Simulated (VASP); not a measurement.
A run of VASP 6.6.1:

INCAR

```
SYSTEM = LuBeSi4
ALGO = Normal
EDIFF = 1E-6
EDIFFG = -0.04
ENCUT = 600
GGA = PE
IBRION = 2
ISIF = 3
ISMEAR = 0
LASPH = .True.
LCHARG = .False.
LREAL = .False.
LWAVE = .False.
NELM = 100
NSW = 90
PREC = Accurate
SIGMA = 0.1
```

Contents of KPOINTS:

```
k-points
0
Gamma
  6 6 4
  0 0 0
```

File POSCAR:

```
LuBeSi4
1.0
    3.6943405552      0.0000000000      0.0000000000
    0.0000000000      3.6943405552      0.0000000000
    0.0000000000      0.0000000000      7.2506564337
Lu Be Si
1 1 4
Direct
    0.0000000000      0.0000000000      0.5000000000
    0.5000000000      0.5000000000      0.0000000000
    0.0000000000      0.5000000000      0.8041512382
    0.5000000000      0.0000000000      0.8041512382
    0.0000000000      0.5000000000      0.1958487618
    0.5000000000      0.0000000000      0.1958487618
```

Potentials or basis: VASP PAW PBE potentials, release 64 (Lu, Be, Si).

Run with:

```bash
$ cat potpaw_PBE.64/Lu/POTCAR potpaw_PBE.64/Be/POTCAR potpaw_PBE.64/Si/POTCAR > POTCAR
$ mpirun -np 1 vasp_std > vasp.out
```

Hardware: 1 thread of Intel(R) Xeon(R) Platinum 8488C (Sapphire Rapids), on a shared host.

Problem. How long does it take, and how much memory?

Solution. Run time: 3.9 min on 1 thread of Intel(R) Xeon(R) Platinum 8488C (Sapphire Rapids), with other jobs on the host, peak memory 0.29 GiB. Counts: scf iterations 44, k points 30, ion steps 6.
